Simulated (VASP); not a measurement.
Ir:

```
CELL_PARAMETERS angstrom
0.00000 1.92000 1.92000
1.92000 0.00000 1.92000
1.92000 1.92000 0.00000
ATOMIC_POSITIONS crystal
Ir 0.00000 0.00000 0.00000
```

Base run:

```yaml
Program: VASP 6.6.1
Functional: PBE
Potentials_or_basis: VASP PAW PBE potentials, release 64 (Ir_sv_GW)
Cutoff: 500 eV
k_mesh: 12 × 12 × 12
Occupations: gaussian, width 0.05 eV
Spin: non-collinear spin, zero start, spin-orbit coupling
Starting_moments: "[[0.0, 0.0, 0.0]] μB"
```

Its results: pressure 7.0 GPa; net moment 0.00 μB per cell.

Problem. The run is repeated on the same cell with these changes: hubbard terms from none to Ir d U = 5.0 eV. What comes out?

Solution. Pressure 4.6 GPa; net moment 0.00 μB per cell.

Caveats: the U is typed as a test and isn't derived for this compound (some runs).
